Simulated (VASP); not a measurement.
# Nb (I4/mmm) in VASP: a series of runs, part 3 of 3

VASP 6.6.1.

## (4) Single point, PBE (strain -0.015 along x and y, +0.000 along z)

Contents of INCAR:

```
SYSTEM = Nb
  ALGO = Fast
  EDIFF = 1E-6
  ENCUT = 520
  GGA = PE
  ISIF = 2
  ISMEAR = 0
  LASPH = .TRUE.
  LCHARG = .FALSE.
  LREAL = .FALSE.
  LWAVE = .FALSE.
  NBANDS = 12
  NELM = 80
  PREC = Accurate
  SIGMA = 0.15
```

Contents of KPOINTS:

```
k-points
0
G
  20 20 20
  0 0 0
```

Contents of POSCAR:

```
Nb
1.0
   -1.6389907500      1.6389907500      1.6639500000
    1.6389907500     -1.6389907500      1.6639500000
    1.6389907500      1.6389907500     -1.6639500000
Nb
1
Direct
    0.0000000000      0.0000000000      0.0000000000
```

Potentials or basis: VASP PAW PBE potentials, release 64 (Nb_sv).

Launch:

```sh
cat potpaw_PBE.64/Nb_sv/POTCAR > POTCAR
mpirun -np 1 vasp_std > vasp.out
```

OUTCAR:

```text
SYSTEM = Nb
   EDIFF = 1E-6
   ENCUT = 520
   GGA = PE
   ISIF = 2
   ISMEAR = 0
   LASPH = .TRUE.
   LREAL = .FALSE.
   NELM = 80
   PREC = Accurate

 ion  position               nearest neighbor table
   1  0.000  0.000  0.000-

  LATTYP: Found a body centered tetragonal cell.
 ALAT       =     3.2779815000
 C/A-ratio  =     1.0152284264

  Lattice vectors:

 A1 = (  -1.6389907500,   1.6389907500,   1.6639500000)
 A2 = (   1.6389907500,  -1.6389907500,   1.6639500000)
 A3 = (   1.6389907500,   1.6389907500,  -1.6639500000)

Analysis of symmetry for initial positions (statically):
=====================================================================
 Subroutine PRICEL returns:
 Original cell was already a primitive cell.

 Routine SETGRP: Setting up the symmetry group for a
 body centered tetragonal supercell.

 Subroutine GETGRP returns: Found 16 space group operations
 (whereof 16 operations were pure point group operations)
 out of a pool of 16 trial point group operations.

The static configuration has the point symmetry D_4h.

Analysis of symmetry for dynamics (positions and initial velocities):
[... 162 lines left out ...]
 cond. band min:      11.2960939203   @ k =  -0.1000  -0.1500   0.0500
 fundamental gap:      0.0036333483
 Fermi energy:        11.2940580524

 k-point     1 :       0.0000    0.0000    0.0000
  band No.  band energies     occupation
      1     -43.0729      2.00000
      2     -18.3547      2.00000
      3     -18.3541      2.00000
      4     -18.3541      2.00000
      5       5.3233      2.00000
      6      11.5948      0.00458
      7      11.5948      0.00458
      8      11.7629      0.00001
      9      14.4668      0.00000
     10      14.6938      0.00000
     11      25.3560      0.00000
     12      25.6144      0.00000
[... 331 lines left out ...]
 k-point    24 :      -0.3500    0.0500   -0.0000
  band No.  band energies     occupation
      1     -42.8884      2.00000
      2     -19.3861      2.00000
      3     -18.6758      2.00000
      4     -18.3753      2.00000
      5       7.7500      2.00000
      6      10.1310      2.00000
      7      11.4726      0.09226
      8      14.1802      0.00000
      9      15.0461      0.00000
     10      15.5158      0.00000
     11      24.6652      0.00000
     12      25.8396      0.00000

 [... further k-points ...]
[... 5 lines left out ...]
  --------------------------------------------------------------------------------------
  -------------------------------------------------------------------------------------
  Total        0.3015914      0.3015914      0.0971788      0.0000000      0.0000000      0.0000000
  in kB       27.0256611     27.0256611      8.7082098      0.0000000      0.0000000      0.0000000
  external PRESSURE =      20.9198440 kB  Pullay stress =       0.0000000 kB

 VOLUME and BASIS-vectors are now :
 -----------------------------------------------------------------------------
  energy-cutoff  :      520.00
  volume of cell :       17.88
      direct lattice vectors                 reciprocal lattice vectors
    -1.638990750  1.638990750  1.663950000     0.000000000  0.305065785  0.300489798
     1.638990750 -1.638990750  1.663950000     0.305065785  0.000000000  0.300489798
     1.638990750  1.638990750 -1.663950000     0.305065785  0.305065785  0.000000000

 POSITION                                       TOTAL-FORCE (eV/Angst)
 -----------------------------------------------------------------------------------
      0.00000      0.00000      0.00000        -0.000000     -0.000000     -0.000000
 -----------------------------------------------------------------------------------
    total drift:                                0.000000      0.000000      0.000000

  FREE ENERGIE OF THE ION-ELECTRON SYSTEM (eV)
  ---------------------------------------------------
  free  energy   TOTEN  =       -10.2219314467 eV

  energy  without entropy=      -10.2055173027  energy(sigma->0) =      -10.21372437
```

OSZICAR:

```text
N       E                     dE             d eps       ncg     rms          rms(c)
DAV:   1     0.116537028600E+03    0.11654E+03   -0.72714E+03 15480   0.108E+03
DAV:   2    -0.590214667668E+01   -0.12244E+03   -0.11790E+03 16664   0.389E+02
DAV:   3    -0.103513880089E+02   -0.44492E+01   -0.42329E+01 22028   0.652E+01
[... 12 lines left out ...]
RMM:  16    -0.102219223878E+02   -0.78098E-05   -0.75002E-05 20353   0.442E-02    0.568E-03
RMM:  17    -0.102219261657E+02   -0.37779E-05   -0.35353E-05 17381   0.286E-02    0.534E-03
RMM:  18    -0.102219289036E+02   -0.27379E-05   -0.24829E-05 15722   0.226E-02    0.315E-03
RMM:  19    -0.102219305294E+02   -0.16258E-05   -0.12322E-05 14564   0.193E-02    0.481E-04
RMM:  20    -0.102219314467E+02   -0.91731E-06   -0.90230E-06 13620   0.143E-02
   1 F= -.10221931E+02 E0= -.10213724E+02  d E =-.164141E-01
```

Run time: 77 s. Hardware: 1 thread of Intel Xeon 6975P-C (Granite Rapids), shared host; peak memory 0.25 GiB.

What came out:

```
Free energy : -10.2219 eV
Pressure    : 2.1 GPa
```

Stress tensor (GPa, compression positive):
```
2.70 0.00 0.00
0.00 2.70 0.00
0.00 0.00 0.87
```

Levels at points of the mesh, in eV from the Fermi level:
| k point | band 3 | band 4 | band 5 | band 6 | band 7 | band 8 | band 9 | band 10 |
| --- | --- | --- | --- | --- | --- | --- | --- | --- |
| (0.00, 0.00, 0.00) | -29.65 | -29.65 | -5.97 | 0.30 | 0.30 | 0.47 | 3.17 | 3.40 |
| (0.50, 0.00, 0.00) | -30.08 | -29.66 | -3.76 | -1.63 | 2.27 | 3.23 | 4.00 | 6.41 |
| (0.50, 0.50, 0.00) | -30.10 | -29.67 | -3.78 | -1.81 | 2.38 | 3.47 | 4.09 | 6.45 |
| (0.50, 0.50, 0.50) | -30.58 | -30.58 | -3.79 | -3.75 | 5.61 | 5.66 | 5.66 | 8.89 |

Caveat: the cell differs from its parent crystal (strain -0.015 along x and y, +0.000 along z).

## (5) Single point, PBE (strain +0.000 along x and y, -0.015 along z)

Contents of INCAR:

```
ALGO = Fast
EDIFF = 1E-6
ENCUT = 520
GGA = PE
ISIF = 2
ISMEAR = 0
LASPH = True
LCHARG = False
LREAL = False
LWAVE = False
NBANDS = 12
NELM = 100
PREC = Accurate
SIGMA = 0.15
```

Contents of KPOINTS:

```
k-points
0
Gamma
  20 20 20
```

Contents of POSCAR:

```
Nb
1.0
   -1.6639500000      1.6639500000      1.6389907500
    1.6639500000     -1.6639500000      1.6389907500
    1.6639500000      1.6639500000     -1.6389907500
Nb
1
Direct
    0.0000000000      0.0000000000      0.0000000000
```

Launch:

```sh
cat potpaw_PBE.64/Nb_sv/POTCAR > POTCAR
mpirun -np 1 vasp_std > vasp.out
```

Run time: 96 s. Hardware: 1 thread of Intel Xeon 6975P-C (Granite Rapids), shared host; peak memory 0.24 GiB.

It converged, with:

* Free energy: -10.2235 eV
* Pressure: -0.5 GPa

Stress tensor (GPa, compression positive):
```
-1.09  0.00  0.00
 0.00 -1.09  0.00
 0.00  0.00  0.54
```

Levels at points of the mesh, in eV from the Fermi level:
```csv
k point,band 4,band 5,band 6,band 7,band 8,band 9
"(0.00, 0.00, 0.00)",-29.70,-5.94,0.25,0.42,0.42,3.13
"(0.50, 0.00, 0.00)",-29.72,-3.71,-1.70,2.27,3.32,4.00
"(0.50, 0.50, 0.00)",-29.70,-3.69,-1.52,2.16,3.12,3.88
"(0.50, 0.50, 0.50)",-30.58,-3.71,-3.67,5.52,5.52,5.58
```

Caveat: the cell differs from its parent crystal (strain +0.000 along x and y, -0.015 along z).

## (6) Single point, PBE (strain -0.015 along x and y, +0.015 along z)

Contents of INCAR:

```
PREC     = Accurate       # precision mode
ENCUT    = 520            # plane-wave cutoff, eV
EDIFF    = 1E-7           # SCF threshold, eV
ISMEAR   = 0              # smearing method
SIGMA    = 0.15           # smearing width, eV
LREAL    = False          # projectors in reciprocal space
LASPH    = True           # aspherical terms in the spheres
NELM     = 80             # most SCF steps
ALGO     = Fast           # electronic algorithm
ISIF     = 2              # what is computed and relaxed
LWAVE    = False          # write WAVECAR
LCHARG   = True           # write CHGCAR
GGA      = PE             # functional
LELF     = True           # ELF
LVHAR    = True         
NBANDS   = 12             # bands
```

Contents of KPOINTS:

```
Automatic mesh
0
Gamma
  20 20 20
```

Contents of POSCAR:

```
Nb
1.0
   -1.6389907500      1.6389907500      1.6889092500
    1.6389907500     -1.6389907500      1.6889092500
    1.6389907500      1.6389907500     -1.6889092500
Nb
1
Direct
    0.0000000000      0.0000000000      0.0000000000
```

Potentials or basis: VASP PAW PBE potentials, release 64 (Nb_sv).

Launch:

```sh
cat potpaw_PBE.64/Nb_sv/POTCAR > POTCAR
mpirun -np 1 vasp_std > vasp.out
```

Wall time 1.7 min (1 thread of Intel Xeon 6975P-C (Granite Rapids), shared host); peak memory 0.24 GiB.

It converged, with:

* Free energy: -10.2205 eV
* Pressure: -0.4 GPa

Stress tensor (GPa, compression positive):
```
 0.76  0.00  0.00
 0.00  0.76  0.00
 0.00  0.00 -2.75
```

Levels at points of the mesh, in eV from the Fermi level:
| k point | band 3 | band 4 | band 5 | band 6 | band 7 | band 8 | band 9 | band 10 |
| --- | --- | --- | --- | --- | --- | --- | --- | --- |
| (0.00, 0.00, 0.00) | -29.70 | -29.70 | -5.94 | 0.26 | 0.26 | 0.58 | 3.02 | 3.45 |
| (0.50, 0.00, 0.00) | -30.11 | -29.70 | -3.69 | -1.52 | 2.16 | 3.06 | 3.94 | 6.27 |
| (0.50, 0.50, 0.00) | -30.14 | -29.73 | -3.72 | -1.87 | 2.38 | 3.55 | 4.09 | 6.35 |
| (0.50, 0.50, 0.50) | -30.58 | -30.58 | -3.73 | -3.65 | 5.47 | 5.58 | 5.58 | 8.53 |

Caveat: the cell differs from its parent crystal (strain -0.015 along x and y, +0.015 along z).

## (7) The runs side by side

```csv
cell,further INCAR settings,gap on the mesh (eV),pressure (GPa)
"a = 2.854 Å, angles 111.1, 111.1, 106.2°, 1 atom",ALGO = Fast; EDIFF = 1e-06; NBANDS = 12,none,2.6
"a = 2.854 Å, angles 108.7, 108.7, 111.1°, 1 atom",ALGO = Fast; EDIFF = 1e-06; NBANDS = 12,none,2.0
"a = 2.853 Å, angles 109.9, 109.9, 108.7°, 1 atom",ALGO = Fast; EDIFF = 1e-06; NBANDS = 12,none,2.1
"a = 2.868 Å, angles 109.1, 109.1, 110.3°, 1 atom",ALGO = Fast; EDIFF = 1e-06; NBANDS = 12,none,-0.5
"a = 2.868 Å, angles 110.3, 110.3, 107.8°, 1 atom",ALGO = Fast; EDIFF = 1e-07; NBANDS = 12,none,-0.4
```

Alike in all rows: task single point; level PBE; potentials or basis VASP PAW PBE potentials, release 64 (Nb_sv); no spin polarisation; k mesh 20 × 20 × 20; cutoff (eV) 520; smearing gaussian 0.15 eV.

Absolute energies hang on the potentials; compare differences alone.
